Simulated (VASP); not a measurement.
# SnO (Pm-3m) in VASP: further runs

Runs on SnO. Level: PBE. Tasks: single point, relaxation of cell and atoms.

Program: VASP 6.6.1. These are calculated values, not measurements. Logs are shortened: lines on timing, memory, paths and dates and some standing lists are left out, and cuts for length are marked.

## (1) The cell of the first run

Symmetry: Pm-3m, No. 221, cubic system. Conventional cell: a = 3.135 Å, b = 3.135 Å, c = 3.135 Å, α = 90.00°, β = 90.00°, γ = 90.00°. Sn (site symmetry m-3m) has 8 O at 2.72 Å and 6 Sn at 3.14 Å within 3.6 Å. Within 3.6 Å of O (site symmetry m-3m) lie 8 Sn at 2.72 Å and 6 O at 3.14 Å.

## (2) Single point, PBE

The input, INCAR:

```
SYSTEM = SnO
PREC = Accurate ; ENCUT = 520
EDIFF = 1E-6 ; ISMEAR = 0
SIGMA = 0.1 ; LREAL = .FALSE.
LASPH = .TRUE. ; NELM = 80
ALGO = Normal ; ISIF = 2
LWAVE = .FALSE. ; LCHARG = .TRUE.
GGA = PE ; LELF = .TRUE.
LVHAR = .TRUE. ; NBANDS = 17
```

The input, KPOINTS:

```
Automatic mesh
0
G
  6 6 6
  0 0 0
```

The input, POSCAR:

```
SnO
1.0
    3.1350950739      0.0000000000      0.0000000000
    0.0000000000      3.1350950739      0.0000000000
    0.0000000000      0.0000000000      3.1350950739
Sn O
1 1
Direct
    0.5000000000      0.5000000000      0.5000000000
    0.0000000000      0.0000000000      0.0000000000
```

Potentials or basis: VASP PAW PBE potentials, release 64 (Sn_d, O).

Started as:

```
cat potpaw_PBE.64/Sn_d/POTCAR potpaw_PBE.64/O/POTCAR > POTCAR
mpirun -np 1 vasp_std > vasp.out
```

OUTCAR:

```text
SYSTEM = SnO
   PREC = Accurate
   ENCUT = 520
   EDIFF = 1E-6
   ISMEAR = 0
   LREAL = .FALSE.
   LASPH = .TRUE.
   NELM = 80
   ISIF = 2
   GGA = PE

 ion  position               nearest neighbor table
   1  0.500  0.500  0.500-   2 2.72   2 2.72   2 2.72   2 2.72   2 2.72   2 2.72   2 2.72   2 2.72

   2  0.000  0.000  0.000-   1 2.72   1 2.72   1 2.72   1 2.72   1 2.72   1 2.72   1 2.72   1 2.72

  LATTYP: Found a simple cubic cell.
 ALAT       =     3.1350950739

  Lattice vectors:

 A1 = (   3.1350950739,   0.0000000000,   0.0000000000)
 A2 = (   0.0000000000,   3.1350950739,   0.0000000000)
 A3 = (   0.0000000000,   0.0000000000,   3.1350950739)

Analysis of symmetry for initial positions (statically):
=====================================================================
 Subroutine PRICEL returns:
 Original cell was already a primitive cell.

 Routine SETGRP: Setting up the symmetry group for a
 simple cubic supercell.

 Subroutine GETGRP returns: Found 48 space group operations
[... 9 lines left out ...]

 Routine SETGRP: Setting up the symmetry group for a
 simple cubic supercell.

 Subroutine GETGRP returns: Found 48 space group operations
[... 11 lines left out ...]
                                     Primitive cell

  volume of cell :      30.8143

  direct lattice vectors                    reciprocal lattice vectors
     3.135095074  0.000000000  0.000000000     0.318969593  0.000000000  0.000000000
     0.000000000  3.135095074  0.000000000     0.000000000  0.318969593  0.000000000
     0.000000000  0.000000000  3.135095074     0.000000000  0.000000000  0.318969593

  length of vectors
     3.135095074  3.135095074  3.135095074     0.318969593  0.318969593  0.318969593

  position of ions in fractional coordinates (direct lattice)
     0.500000000  0.500000000  0.500000000
     0.000000000  0.000000000  0.000000000

  ion indices of the primitive-cell ions
   primitive index   ion index
                 1           1
                 2           2

----------------------------------------------------------------------------------------

 KPOINTS: Automatic mesh

Automatic generation of k-mesh.
 Grid dimensions read from file:
 generate k-points for:    6    6    6

 Generating k-lattice:

  Cartesian coordinates                     Fractional coordinates (reciprocal lattice)
     0.053161599  0.000000000  0.000000000     0.166666667  0.000000000  0.000000000
     0.000000000  0.053161599  0.000000000     0.000000000  0.166666667  0.000000000
     0.000000000  0.000000000  0.053161599     0.000000000  0.000000000  0.166666667
[... 51 lines left out ...]
   NELM   =     80;   NELMIN=  2; NELMDL= -5     # of ELM steps
   EDIFF  = 0.1E-05   stopping-criterion for ELM
   LREAL  =      F    real-space projection
   EDIFFG = 0.1E-04   stopping-criterion for IOM
   NSW    =      0    number of steps for IOM
   IBRION =     -1    ionic relax: 0-MD 1-quasi-New 2-CG
   NFREE  =      0    steps in history (QN), initial steepest desc. (CG)
   ISIF   =      2    stress and relaxation
   ISYM   =      2    0-nonsym 1-usesym 2-fastsym
   POTIM  = 0.5000    time-step for ionic-motion
   TEBEG  =    0.0;   TEEND  =   0.0 temperature during run
   PSTRESS=    0.0 pullay stress
   NELECT =      20.0000    total number of electrons
   NUPDOWN=      -1.0000    fix difference up-down
   EMIN   =  10.00;   EMAX   =-10.00  energy-range for DOS
   EFERMI =   0.00;   METHOD = LEGACY
   ISMEAR =     0;   SIGMA  =   0.10  broadening in eV -4-tet -1-fermi 0-gaus
   EFERMI_NEDOS =   21; number of points for ismear=-14 and -15
   IALGO  =     38    algorithm
   IMIX   =      4    mixing-type and parameters
     AMIX     =   0.40;   BMIX     =  1.00
     AMIX_MAG =   1.60;   BMIX_MAG =  1.00
  volume/ion in A,a.u.               =      15.41       103.97
  Fermi-wavevector in a.u.,A,eV,Ry     =   1.417427  2.678549 27.335465  2.009100
  Thomas-Fermi vector in A             =   2.538659
   LORBIT       =      0    0 simple, 1 ext, 2 COOP (PROOUT), +10 PAW based schemes
   GGA     = PE    functional components
   LHFCALC =     F    Hartree Fock is set to
   AEXX    =    0.0000 exact exchange contribution
   IVDW    =     0    specifies the selected vdW correction
   LEPSILON=     F    determine dielectric tensor
   LRPA    =     F    only Hartree local field effects (RPA)
 non-spin polarized calculation
 Gauss-broadening in eV      SIGMA  =   0.10
  energy-cutoff  :      520.00
  volume of cell :       30.81
 maximum number of plane-waves:       844
 NGX is ok and might be reduce to    24
   NGX = 11   NGY = 11   NGZ = 11

 number of electron      19.9999987 magnetization

 Free energy of the ion-electron system (eV)
  ---------------------------------------------------
  ext. energy  EPLUGINS =         0.00000000
  ---------------------------------------------------
  free energy    TOTEN  =        -9.83880127 eV

  energy without entropy =       -9.83845184  energy(sigma->0) =       -9.83862655

 E-fermi :   7.8791     XC(G=0): -11.2484

 val. band max:        7.7120284278   @ k =   0.5000   0.1667   0.0000
 cond. band min:       8.0059725042   @ k =   0.5000   0.5000   0.5000
 fundamental gap:      0.2939440764
 Fermi energy:         7.8790757564

 k-point     1 :       0.0000    0.0000    0.0000
  band No.  band energies     occupation
      1     -13.7338      2.00000
      2     -13.7338      2.00000
      3     -13.3881      2.00000
      4     -13.3881      2.00000
      5     -13.3881      2.00000
      6      -9.8794      2.00000
[... 377 lines left out ...]
      4     -13.3160      2.00000
      5     -13.3160      2.00000
      6      -8.5622      2.00000
[... 9 lines left out ...]
     16      20.2566      0.00000
     17      27.5834      0.00000

------------------------ aborting loop because EDIFF is reached ----------------------------------------

  FORCE on cell =-STRESS in cart. coord.  units (eV):
  Direction    XX          YY          ZZ          XY          YZ          ZX
  --------------------------------------------------------------------------------------
  -------------------------------------------------------------------------------------
  Total       -0.0168090     -0.0168090     -0.0168090     -0.0000000      0.0000000     -0.0000000
  in kB       -0.8739789     -0.8739789     -0.8739789     -0.0000000      0.0000000     -0.0000000
  external PRESSURE =      -0.8739789 kB  Pullay stress =       0.0000000 kB

 VOLUME and BASIS-vectors are now :
 -----------------------------------------------------------------------------
  energy-cutoff  :      520.00
  volume of cell :       30.81
      direct lattice vectors                 reciprocal lattice vectors
     3.135095074  0.000000000  0.000000000     0.318969593  0.000000000  0.000000000
     0.000000000  3.135095074  0.000000000     0.000000000  0.318969593  0.000000000
     0.000000000  0.000000000  3.135095074     0.000000000  0.000000000  0.318969593

 POSITION                                       TOTAL-FORCE (eV/Angst)
 -----------------------------------------------------------------------------------
      1.56755      1.56755      1.56755         0.000000      0.000000      0.000000
      0.00000      0.00000      0.00000         0.000000      0.000000      0.000000
 -----------------------------------------------------------------------------------
    total drift:                                0.000000      0.000000     -0.000000

  FREE ENERGIE OF THE ION-ELECTRON SYSTEM (eV)
  ---------------------------------------------------
  free  energy   TOTEN  =        -9.8388012678 eV

  energy  without entropy=       -9.8384518400  energy(sigma->0) =       -9.83862655
```

OSZICAR:

```text
N       E                     dE             d eps       ncg     rms          rms(c)
DAV:   1     0.128911705522E+03    0.12891E+03   -0.10354E+04   705   0.185E+03
DAV:   2    -0.196772976330E+01   -0.13088E+03   -0.12538E+03   776   0.358E+02
DAV:   3    -0.116200585371E+02   -0.96523E+01   -0.95584E+01   745   0.899E+01
DAV:   4    -0.117892152106E+02   -0.16916E+00   -0.16909E+00   815   0.126E+01
DAV:   5    -0.117929781044E+02   -0.37629E-02   -0.37626E-02   848   0.186E+00    0.814E+00
DAV:   6    -0.101778986960E+02    0.16151E+01   -0.11562E+01   822   0.418E+01    0.524E+00
DAV:   7    -0.986744750549E+01    0.31045E+00   -0.19024E+00   851   0.796E+00    0.134E+00
DAV:   8    -0.983949609830E+01    0.27951E-01   -0.17698E-01   758   0.335E+00    0.248E-01
DAV:   9    -0.983872911984E+01    0.76698E-03   -0.52091E-03   862   0.739E-01    0.925E-02
DAV:  10    -0.983884949815E+01   -0.12038E-03   -0.69412E-04   871   0.357E-01    0.459E-02
DAV:  11    -0.983882421283E+01    0.25285E-04   -0.33042E-04   850   0.230E-01    0.383E-02
DAV:  12    -0.983880115477E+01    0.23058E-04   -0.48579E-05   792   0.762E-02    0.247E-03
DAV:  13    -0.983880126775E+01   -0.11298E-06   -0.15010E-06   578   0.105E-02
   1 F= -.98388013E+01 E0= -.98386266E+01  d E =-.349428E-03
```

stdout:

```text
POSCAR found type information on POSCAR SnO
 POSCAR found :  2 types and       2 ions
 scaLAPACK will be used
 LDA part: xc-table for (Slater+PW92), standard interpolation
 POSCAR, INCAR and KPOINTS ok, starting setup
 FFT: planning ... GRIDC
 FFT: planning ... GRID_SOFT
 FFT: planning ... GRID
 WAVECAR not read
 entering main loop
```

Run time: 11 s. Hardware: 1 thread of AMD EPYC 7R13 (Zen 3), shared host; peak memory 0.11 GiB.

Results:

```
Free energy            : -9.8388 eV
Pressure               : -0.1 GPa
Band gap on the k mesh : 0.29 eV, indirect (least direct gap 0.91 eV)
```

Caveat: spin-orbit coupling is left out, which moves the levels of the heavy elements.

## (3) Single point, PBE

This run uses another cell than the first one, of 18.33 Å³/atom, 1.190 times its volume.

The input, INCAR:

```
  PREC = Accurate
  ENCUT = 520
  EDIFF = 1E-6
  ISMEAR = 0
  SIGMA = 0.1
  LREAL = False
  LASPH = True
  NELM = 80
  ALGO = Normal
  ISIF = 2
  LWAVE = False
  LCHARG = False
  GGA = PE
  NBANDS = 17
```

The input, KPOINTS:

```
Automatic mesh
0
Gamma
  6 6 6
```

The input, POSCAR:

```
SnO
1.0
    3.3219574200      0.0000000000      0.0000000000
    0.0000000000      3.3219574200      0.0000000000
    0.0000000000      0.0000000000      3.3219574200
Sn O
1 1
Direct
    0.5000000000      0.5000000000      0.5000000000
    0.0000000000      0.0000000000      0.0000000000
```

Potentials or basis: VASP PAW PBE potentials, release 64 (Sn_d, O).

Started as:

```
cat potpaw_PBE.64/Sn_d/POTCAR potpaw_PBE.64/O/POTCAR > POTCAR
mpirun -np 1 vasp_std > vasp.out
```

It took 15 s on 1 thread of AMD EPYC 7R13 (Zen 3), shared host; peak memory 0.13 GiB.

It converged, with:

| Quantity | Value |
| --- | --- |
| Free energy | -9.5924 eV |
| Pressure | -11.8 GPa |
| Band gap on the k mesh | 0.57 eV, indirect (least direct gap 1.04 eV) |

Levels at points of the mesh, in eV from the valence-band top:
```tsv
k point	band 8	band 9	band 10	band 11	band 12	band 13
(0.00, 0.00, 0.00)	-1.31	-1.31	-1.31	7.09	7.09	7.09
(0.50, 0.00, 0.00)	-0.74	-0.74	-0.50	0.57	6.58	6.58
(0.50, 0.50, 0.00)	-3.73	-3.73	-0.60	3.41	3.41	8.43
(0.50, 0.50, 0.50)	-1.94	-1.94	-1.94	0.70	0.70	0.70
```

Caveat: spin-orbit coupling is left out, which moves the levels of the heavy elements. A k mesh can miss the band edges.

(Part 1 of 2 ends here.)
